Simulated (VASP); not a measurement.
Set up this calculation in VASP 6.6.1, as the native input.

```
Task                   : electric field gradients
Functional             : r2SCAN
Potentials or basis    : VASP PAW PBE potentials, release 64 (Pb_d, Te)
Cutoff                 : 520 eV
k mesh                 : 10 × 10 × 10
Occupations            : fermi-dirac, width 0.05 eV
Spin                   : no spin polarisation
Dipole correction      : no
Further INCAR settings : ALGO = Normal; EDIFF = 1e-08; NBANDS = 17
```

TePb (zincblende type):

```
CELL_PARAMETERS angstrom
0.00000 3.66740 3.66740
3.66740 0.00000 3.66740
3.66740 3.66740 0.00000
ATOMIC_POSITIONS crystal
Pb 0.00000 0.00000 0.00000
Te 0.25000 0.25000 0.25000
```

The input as run:

POSCAR

```
TePb
1.0
    0.0000000000      3.6673972383      3.6673972383
    3.6673972383      0.0000000000      3.6673972383
    3.6673972383      3.6673972383      0.0000000000
Pb Te
1 1
Direct
    0.0000000000      0.0000000000      0.0000000000
    0.2500000000      0.2500000000      0.2500000000
```

INCAR.step1

```
PREC     = Accurate       # precision mode
ENCUT    = 520            # plane-wave cutoff, eV
ISMEAR   = -1             # smearing method
SIGMA    = 0.05           # smearing width, eV
LREAL    = False          # projectors in reciprocal space
LASPH    = True           # aspherical terms in the spheres
NELM     = 80             # most SCF steps
NBANDS   = 17             # bands
GGA      = PE             # functional
ALGO     = Normal         # electronic algorithm
EDIFF    = 1E-4           # SCF threshold, eV
LWAVE    = True           # write WAVECAR
LCHARG   = False          # write CHGCAR
```

INCAR.step2

```
PREC     = Accurate       # precision mode
ENCUT    = 520            # plane-wave cutoff, eV
EDIFF    = 1E-8           # SCF threshold, eV
ISMEAR   = -1             # smearing method
SIGMA    = 0.05           # smearing width, eV
LREAL    = False          # projectors in reciprocal space
LASPH    = True           # aspherical terms in the spheres
NELM     = 80             # most SCF steps
ALGO     = Normal         # electronic algorithm
ISIF     = 2              # what is computed and relaxed
LWAVE    = False          # write WAVECAR
LCHARG   = False          # write CHGCAR
METAGGA  = R2SCAN         # meta-GGA
LMIXTAU  = True         
LEFG     = True         
NBANDS   = 17             # bands
ISTART   = 1
```

KPOINTS

```
Automatic mesh
0
Gamma
  10 10 10
```

Potentials or basis: VASP PAW PBE potentials, release 64 (Pb_d, Te).

Run with:

```console
$ cat potpaw_PBE.64/Pb_d/POTCAR potpaw_PBE.64/Te/POTCAR > POTCAR
$ cp INCAR.step1 INCAR
$ mpirun -np 1 vasp_std > vasp.out
$ cp INCAR.step2 INCAR
$ mpirun -np 1 vasp_std > vasp.out
```

It gave:

```yaml
Pressure: -0.5 GPa
Band_gap_on_the_k_mesh: 0.85 eV (least direct gap 1.39 eV)
Largest_electric_field_gradient_by_atom: under 0.05 V/Å² on every atom
```

Caveat: the PAW data sets were made with another functional, which shifts forces and pressure a little; spin-orbit coupling is left out, which moves the levels of the heavy elements.

Wall time 3 min on 1 thread of Intel(R) Xeon(R) 6975P-C (Granite Rapids) (shared host), peak memory 0.3 GiB.
